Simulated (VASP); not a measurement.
# Nb (P1) in VASP: a series of runs

Nb is run at these levels: PBEsol; tasks: single point.

Everything below comes from runs of VASP 6.6.1. Logs are shortened: lines on timing, memory, paths and dates and some standing lists are left out, and cuts for length are marked.

### 1 The cell of the first run

The typed cell holds 16 atoms: a = 6.813 Å, b = 6.813 Å, c = 6.813 Å, α = 90.00°, β = 90.00°, γ = 90.00°.

### 2 Single point, PBEsol

INCAR

```
PREC = Accurate
ENCUT = 520
EDIFF = 1E-7
ISMEAR = -1
SIGMA = 0.17
LREAL = Auto
LASPH = True
NELM = 100
ALGO = Normal
ISIF = 2
LWAVE = False
LCHARG = False
GGA = PS
NBANDS = 118
```

KPOINTS

```
regular mesh
0
Gamma
  2 2 2
```

POSCAR

```
Nb
1.0
    6.8130490000      0.0000000000      0.0000000000
    0.0000000000      6.8130490000      0.0000000000
    0.0000000000      0.0000000000      6.8130490000
Nb
16
Direct
   -0.0483483973      0.0506968319      0.0032731307
    0.4677201059      0.0388225595     -0.0092322835
   -0.0133420441      0.5585458141      0.0065315837
   -0.0322175872      0.0366796129      0.4869625919
    0.2280917105      0.2918810653      0.2587387820
    0.4679402717      0.5314801053      0.0180535910
    0.4811208609      0.0307351378      0.4856415975
    0.7090951496      0.3029774188      0.2504165169
   -0.0233228911      0.5390978400      0.5062637888
    0.1907956335      0.8239336015      0.2352397583
    0.2444573641      0.3407725381      0.7569151491
    0.4836454281      0.5648572321      0.4953142125
    0.7332693483      0.8092412076      0.2651382663
    0.7107390538      0.2972531094      0.7521008582
    0.2390853199      0.7976458117      0.7621697716
    0.7169770832      0.8131748355      0.7490332155
```

Potentials or basis: VASP PAW PBE potentials, release 64 (Nb_sv).

Run with:

```
> cat potpaw_PBE.64/Nb_sv/POTCAR > POTCAR
> mpirun -np 1 vasp_std > vasp.out
```

OUTCAR:

```text
PREC = Accurate
   ENCUT = 520
   EDIFF = 1E-7
   ISMEAR = -1
   LREAL = Auto
   LASPH = True
   NELM = 100
   ISIF = 2
   GGA = PS

 ion  position               nearest neighbor table
   1  0.952  0.051  0.003-  10 2.75  13 2.85  16 2.86  14 2.91   8 2.92   5 3.05
   2  0.468  0.039  0.991-  15 2.75  16 2.82  10 2.91  14 2.91   5 3.00   8 3.01  11 3.01  13 3.04

   3  0.987  0.559  0.007-  10 2.76  11 2.86  15 2.90   5 2.99  13 3.00
   4  0.968  0.037  0.487-  13 2.69  10 2.71  16 2.90   5 2.93   8 3.00
   5  0.228  0.292  0.259-   6 2.83   7 2.92   4 2.93   9 2.94   3 2.99   2 3.00  12 3.01   1 3.05

   6  0.468  0.531  0.018-  11 2.68   8 2.76   5 2.83  14 2.93  15 2.96
   7  0.481  0.031  0.486-  13 2.74  16 2.83   8 2.90   5 2.92  15 2.96  10 2.97  14 3.01
   8  0.709  0.303  0.250-   6 2.76  12 2.89   7 2.90   1 2.92   9 2.99   4 3.00   2 3.01
   9  0.977  0.539  0.506-  11 2.84   5 2.94  14 2.97  13 2.97   8 2.99
  10  0.191  0.824  0.235-   4 2.71   1 2.75   3 2.76   2 2.91   7 2.97
  11  0.244  0.341  0.757-   6 2.68   9 2.84  12 2.86   3 2.86   2 3.01
  12  0.484  0.565  0.495-  13 2.85  11 2.86   8 2.89  16 2.89  15 2.93  14 2.96   5 3.01
  13  0.733  0.809  0.265-   4 2.69   7 2.74   1 2.85  12 2.85   9 2.97   3 3.00   2 3.04
  14  0.711  0.297  0.752-   1 2.91   2 2.91   6 2.93  12 2.96   9 2.97   7 3.01
  15  0.239  0.798  0.762-   2 2.75   3 2.90  12 2.93   6 2.96   7 2.96
  16  0.717  0.813  0.749-   2 2.82   7 2.83   1 2.86  12 2.89   4 2.90

  LATTYP: Found a simple cubic cell.
 ALAT       =     6.8130490000

  Lattice vectors:

 A1 = (   6.8130490000,   0.0000000000,   0.0000000000)
 A2 = (   0.0000000000,   6.8130490000,   0.0000000000)
 A3 = (   0.0000000000,   0.0000000000,   6.8130490000)

Analysis of symmetry for initial positions (statically):
=====================================================================
 Subroutine PRICEL returns:
 Original cell was already a primitive cell.

 Routine SETGRP: Setting up the symmetry group for a
 simple cubic supercell.

 Subroutine GETGRP returns: Found  1 space group operations
 (whereof  1 operations were pure point group operations)
 out of a pool of 48 trial point group operations.

The static configuration has the point symmetry C_1 .

Analysis of symmetry for dynamics (positions and initial velocities):
=====================================================================
 Subroutine PRICEL returns:
 Original cell was already a primitive cell.

 Routine SETGRP: Setting up the symmetry group for a
 simple cubic supercell.

 Subroutine GETGRP returns: Found  1 space group operations
 (whereof  1 operations were pure point group operations)
 out of a pool of 48 trial point group operations.

The dynamic configuration has the point symmetry C_1 .

 Subroutine INISYM returns: Found  1 space group operations
 (whereof  1 operations are pure point group operations),
 and found     1 'primitive' translations

----------------------------------------------------------------------------------------

                                     Primitive cell

  volume of cell :     316.2456

  direct lattice vectors                    reciprocal lattice vectors
     6.813049000  0.000000000  0.000000000     0.146777162  0.000000000  0.000000000
     0.000000000  6.813049000  0.000000000     0.000000000  0.146777162  0.000000000
     0.000000000  0.000000000  6.813049000     0.000000000  0.000000000  0.146777162

  length of vectors
     6.813049000  6.813049000  6.813049000     0.146777162  0.146777162  0.146777162

  position of ions in fractional coordinates (direct lattice)
     0.951651603  0.050696832  0.003273131
     0.467720106  0.038822559  0.990767717
     0.986657956  0.558545814  0.006531584
     0.967782413  0.036679613  0.486962592
     0.228091711  0.291881065  0.258738782
     0.467940272  0.531480105  0.018053591
[... 8 lines left out ...]
     0.239085320  0.797645812  0.762169772
     0.716977083  0.813174835  0.749033215

  ion indices of the primitive-cell ions
   primitive index   ion index
                 1           1
                 2           2
                 3           3
                 4           4
                 5           5
                 6           6
[... 8 lines left out ...]
                15          15
                16          16

----------------------------------------------------------------------------------------

 KPOINTS: regular mesh

Automatic generation of k-mesh.
 Grid dimensions read from file:
 generate k-points for:    2    2    2

 Generating k-lattice:

  Cartesian coordinates                     Fractional coordinates (reciprocal lattice)
     0.073388581  0.000000000  0.000000000     0.500000000  0.000000000  0.000000000
     0.000000000  0.073388581  0.000000000     0.000000000  0.500000000  0.000000000
     0.000000000  0.000000000  0.073388581     0.000000000  0.000000000  0.500000000

  Length of vectors
     0.073388581  0.073388581  0.073388581

  Shift w.r.t. Gamma in fractional coordinates (k-lattice)
     0.000000000  0.000000000  0.000000000

 Subroutine IBZKPT returns following result:
 ===========================================

 Found      8 irreducible k-points:

 Following reciprocal coordinates:
            Coordinates               Weight
  0.000000  0.000000  0.000000      1.000000
  0.500000  0.000000  0.000000      1.000000
  0.000000  0.500000  0.000000      1.000000
  0.000000  0.000000  0.500000      1.000000
  0.500000  0.500000  0.000000      1.000000
  0.000000  0.500000  0.500000      1.000000
  0.500000  0.000000  0.500000      1.000000
  0.500000  0.500000  0.500000      1.000000
   k-points           NKPTS =      8   k-points in BZ     NKDIM =      8   number of bands    NBANDS=    118
   number of dos      NEDOS =    301   number of ions     NIONS =     16
   total plane-waves  NPLWV = 157464
   dimension x,y,z NGX =    54 NGY =   54 NGZ =   54
   dimension x,y,z NGXF=   108 NGYF=  108 NGZF=  108
   ions per type =              16
   NGX,Y,Z   is equivalent  to a cutoff of  13.18, 13.18, 13.18 a.u.
   NGXF,Y,Z  is equivalent  to a cutoff of  26.35, 26.35, 26.35 a.u.
 SYSTEM =  unknown system
   PREC   = accura    normal or accurate (medium, high low for compatibility)
   ISTART =      0    job   : 0-new  1-cont  2-samecut
   ICHARG =      2    charge: 1-file 2-atom 10-const
   ISPIN  =      1    spin polarized calculation?
   LNONCOLLINEAR =      F non collinear calculations
   LSORBIT =      F    spin-orbit coupling
   LASPH  =      T    aspherical Exc in radial PAW
   ENCUT  =  520.0 eV  38.22 Ry    6.18 a.u.  12.67 12.67 12.67*2*pi/ulx,y,z
   NELM   =    100;   NELMIN=  2; NELMDL= -5     # of ELM steps
   EDIFF  = 0.1E-06   stopping-criterion for ELM
   LREAL  =      T    real-space projection
   EDIFFG = 0.1E-05   stopping-criterion for IOM
   NSW    =      0    number of steps for IOM
   IBRION =     -1    ionic relax: 0-MD 1-quasi-New 2-CG
   NFREE  =      0    steps in history (QN), initial steepest desc. (CG)
   ISIF   =      2    stress and relaxation
   ISYM   =      2    0-nonsym 1-usesym 2-fastsym
   POTIM  = 0.5000    time-step for ionic-motion
   TEBEG  =    0.0;   TEEND  =   0.0 temperature during run
   PSTRESS=    0.0 pullay stress
   NELECT =     208.0000    total number of electrons
   NUPDOWN=      -1.0000    fix difference up-down
   EMIN   =  10.00;   EMAX   =-10.00  energy-range for DOS
   EFERMI =   0.00;   METHOD = LEGACY
   ISMEAR =    -1;   SIGMA  =   0.17  broadening in eV -4-tet -1-fermi 0-gaus
   EFERMI_NEDOS =   21; number of points for ismear=-14 and -15
   IALGO  =     38    algorithm
   IMIX   =      4    mixing-type and parameters
     AMIX     =   0.40;   BMIX     =  1.00
     AMIX_MAG =   1.60;   BMIX_MAG =  1.00
  volume/ion in A,a.u.               =      19.77       133.38
  Fermi-wavevector in a.u.,A,eV,Ry     =   1.423709  2.690419 27.578276  2.026946
  Thomas-Fermi vector in A             =   2.544277
   LORBIT       =      0    0 simple, 1 ext, 2 COOP (PROOUT), +10 PAW based schemes
   GGA     = PS    functional components
   LHFCALC =     F    Hartree Fock is set to
   AEXX    =    0.0000 exact exchange contribution
   IVDW    =     0    specifies the selected vdW correction
   LEPSILON=     F    determine dielectric tensor
   LRPA    =     F    only Hartree local field effects (RPA)
 non-spin polarized calculation
  energy-cutoff  :      520.00
  volume of cell :      316.25
 maximum number of plane-waves:      8578
 NGX is ok and might be reduce to    54
   NGX = 25   NGY = 25   NGZ = 25

 number of electron     208.0000002 magnetization

 Free energy of the ion-electron system (eV)
  ---------------------------------------------------
  ext. energy  EPLUGINS =         0.00000000
  ---------------------------------------------------
  free energy    TOTEN  =      -173.59031368 eV

  energy without entropy =     -171.87634891  energy(sigma->0) =     -172.73333129

 E-fermi :   9.8882     XC(G=0): -12.1364

 val. band max:        9.8644807144   @ k =   0.0000   0.5000   0.0000
 cond. band min:       9.9081684849   @ k =   0.5000   0.0000   0.5000
 fundamental gap:      0.0436877705
 Fermi energy:         9.8882234513

 k-point     1 :       0.0000    0.0000    0.0000
  band No.  band energies     occupation
      1     -44.6542      2.00000
      2     -44.5555      2.00000
      3     -44.5382      2.00000
      4     -44.5269      2.00000
      5     -44.5109      2.00000
      6     -44.4947      2.00000
[... 108 lines left out ...]
    115      11.5314      0.00013
    116      11.6259      0.00007

 k-point     2 :       0.5000    0.0000    0.0000
  band No.  band energies     occupation
      1     -44.6199      2.00000
      2     -44.6000      2.00000
      3     -44.5476      2.00000
      4     -44.5136      2.00000
      5     -44.5100      2.00000
      6     -44.4974      2.00000
[... 706 lines left out ...]
 k-point     8 :       0.5000    0.5000    0.5000
  band No.  band energies     occupation
      1     -44.5965      2.00000
      2     -44.5743      2.00000
      3     -44.5590      2.00000
      4     -44.5283      2.00000
      5     -44.5270      2.00000
      6     -44.5105      2.00000
[... 108 lines left out ...]
    115      12.2676      0.00000
    116      12.3323      0.00000
 [bands above 116 left out]

------------------------ aborting loop because EDIFF is reached ----------------------------------------

  FORCE on cell =-STRESS in cart. coord.  units (eV):
  Direction    XX          YY          ZZ          XY          YZ          ZX
  --------------------------------------------------------------------------------------
  -------------------------------------------------------------------------------------
  Total      -29.3008625    -30.0479514    -30.5540208      0.0840104      0.3627704     -0.1408113
  in kB     -148.4452990   -152.2302332   -154.7941042      0.4256174      1.8378832     -0.7133843
  external PRESSURE =    -151.8232121 kB  Pullay stress =       0.0000000 kB

 VOLUME and BASIS-vectors are now :
 -----------------------------------------------------------------------------
  energy-cutoff  :      520.00
  volume of cell :      316.25
      direct lattice vectors                 reciprocal lattice vectors
     6.813049000  0.000000000  0.000000000     0.146777162  0.000000000  0.000000000
     0.000000000  6.813049000  0.000000000     0.000000000  0.146777162  0.000000000
     0.000000000  0.000000000  6.813049000     0.000000000  0.000000000  0.146777162

 POSITION                                       TOTAL-FORCE (eV/Angst)
 -----------------------------------------------------------------------------------
      6.48365      0.34540      0.02230         0.626561      0.527377     -0.479507
      3.18660      0.26450      6.75015         0.087810      0.919449      0.478105
      6.72215      3.80540      0.04450        -0.842894     -0.403759     -0.009569
      6.59355      0.24990      3.31770         0.004841      1.247077      0.949997
      1.55400      1.98860      1.76280        -0.574512      0.332648     -0.404046
      3.18810      3.62100      0.12300         0.321724      1.265331     -0.585724
[... 8 lines left out ...]
      1.62890      5.43440      5.19270        -0.857469      0.093707     -0.597143
      4.88480      5.54020      5.10320         0.583671     -0.950479      0.138232
 -----------------------------------------------------------------------------------
    total drift:                               -0.003717      0.001866     -0.002506

  FREE ENERGIE OF THE ION-ELECTRON SYSTEM (eV)
  ---------------------------------------------------
  free  energy   TOTEN  =      -173.5903136753 eV

  energy  without entropy=     -171.8763489094  energy(sigma->0) =     -172.73333129
```

Wall time 27 min (1 thread of Intel Xeon Platinum 8259CL at 2.50GHz (Skylake/Cascade Lake), shared host); peak memory 0.48 GiB.

Results:

```yaml
Free_energy: -173.5903 eV
Pressure: -15.2 GPa
Largest_force: 2.099 eV/Å
Band_gap_on_the_k_mesh: zero (band 104 reaches 10.49 eV, above the bottom of band 105 at 9.10 eV)
```

Forces in eV/Å, atoms in the order of the input:
```
Nb   0.627  0.527 -0.480
Nb   0.088  0.919  0.478
Nb  -0.843 -0.404 -0.010
Nb   0.005  1.247  0.950
Nb  -0.575  0.333 -0.404
Nb   0.322  1.265 -0.586
Nb  -0.534  1.153  0.671
Nb   0.781 -0.582  0.173
Nb  -0.028  0.755  0.108
Nb   1.481 -1.310  0.704
Nb  -0.703 -1.689 -0.401
Nb  -0.278 -0.614  0.484
Nb  -0.646 -0.879 -1.029
Nb   0.578  0.134 -0.201
Nb  -0.857  0.094 -0.597
Nb   0.584 -0.950  0.138
```

Stress tensor (GPa, compression positive):
```
-14.84   0.04  -0.07
  0.04 -15.22   0.18
 -0.07   0.18 -15.48
```

Caveat: the k points lie up to 0.46 Å⁻¹ apart; the PAW data sets were made with another functional, which shifts forces and pressure a little.

### 3 Single point, PBEsol

INCAR

```
PREC = Accurate
ENCUT = 520
EDIFF = 1E-7
ISMEAR = -1
SIGMA = 0.17
LREAL = Auto
LASPH = T
NELM = 100
ALGO = Normal
ISIF = 2
LWAVE = F
LCHARG = F
GGA = PS
NBANDS = 118
```

KPOINTS is that of step 2.

POSCAR

```
Nb
1.0
    6.8130490000      0.0000000000      0.0000000000
    0.0000000000      6.8130490000      0.0000000000
    0.0000000000      0.0000000000      6.8130490000
Nb
16
Direct
   -0.0550854691      0.0530305888      0.0268455430
    0.4653863490      0.0476879001      0.0248346959
   -0.0515921726      0.5651361087      0.0274032962
   -0.0492730934      0.0525168687      0.5113422786
    0.2177585982      0.2973998866      0.2956825938
    0.4379536974      0.5464660536      0.0317625780
    0.4370143235      0.0245998524      0.5093754646
    0.6909534923      0.3007464059      0.2807553564
   -0.0534415649      0.5707723517      0.5358100316
    0.2043725210      0.7796068985      0.2819148960
    0.1894306059      0.2942294999      0.7882080402
    0.4388343604      0.5526600499      0.5291316707
    0.7131315216      0.7953267326      0.2783041778
    0.6993051129      0.2818415074      0.7843037677
    0.1967694640      0.7918334361      0.7835111710
    0.6933459601      0.8114281873      0.7653548360
```

Potentials or basis: VASP PAW PBE potentials, release 64 (Nb_sv).

Run with:

```
> cat potpaw_PBE.64/Nb_sv/POTCAR > POTCAR
> mpirun -np 1 vasp_std > vasp.out
```

Wall time 26 min (1 thread of Intel Xeon Platinum 8259CL at 2.50GHz (Skylake/Cascade Lake), shared host); peak memory 0.47 GiB.

It converged, with:

| Quantity | Value |
| --- | --- |
| Free energy | -174.3106 eV |
| Pressure | -16.5 GPa |
| Largest force | 1.484 eV/Å |
| Band gap on the k mesh | zero (band 104 reaches 10.55 eV, above the bottom of band 105 at 9.00 eV) |

Forces on the atoms (eV/Å):
```
Nb   0.344  0.028  0.074
Nb  -0.730 -0.186  0.136
Nb  -0.033 -0.850  0.138
Nb  -0.057 -0.072  0.823
Nb  -0.933  0.125 -0.797
Nb   0.731 -0.331 -0.092
Nb   0.756  0.921  0.884
Nb   0.447  0.024 -0.200
Nb  -0.016 -1.213  0.020
Nb  -0.284  0.889 -0.417
Nb   0.210  0.170 -0.240
Nb   0.422 -0.644  0.402
Nb  -0.725  0.256 -0.424
Nb  -0.194  0.911 -0.392
Nb  -0.149  0.442 -0.284
Nb   0.211 -0.470  0.369
```

Stress tensor (GPa, compression positive):
```
-16.50   0.00  -0.01
  0.00 -16.36   0.04
 -0.01   0.04 -16.62
```

Levels at points of the mesh, in eV from the Fermi level:
```csv
k point,band 100,band 101,band 102,band 103,band 104,band 105,band 106,band 107,band 108,band 109
"(0.00, 0.00, 0.00)",0.28,0.59,0.61,0.65,0.69,0.75,0.77,0.83,0.84,0.86
"(0.50, 0.00, 0.00)",-0.20,-0.16,-0.07,0.16,0.27,0.32,0.35,0.38,0.39,0.42
"(0.00, 0.50, 0.00)",-0.23,-0.19,-0.07,0.23,0.25,0.30,0.33,0.38,0.40,0.43
"(0.00, 0.00, 0.50)",-0.25,-0.19,-0.14,0.22,0.24,0.29,0.32,0.35,0.40,0.43
"(0.50, 0.50, 0.00)",-0.45,-0.42,-0.41,-0.36,-0.36,-0.18,-0.16,0.00,0.10,0.58
"(0.00, 0.50, 0.50)",-0.47,-0.43,-0.39,-0.32,-0.26,-0.23,-0.18,-0.10,0.03,0.57
"(0.50, 0.00, 0.50)",-0.48,-0.42,-0.40,-0.38,-0.32,-0.24,-0.12,-0.09,0.05,0.62
"(0.50, 0.50, 0.50)",-1.03,-0.98,-0.94,-0.89,-0.87,-0.86,-0.83,-0.78,-0.74,-0.70
```

Caveat: the k points lie up to 0.46 Å⁻¹ apart; the PAW data sets were made with another functional, which shifts forces and pressure a little.
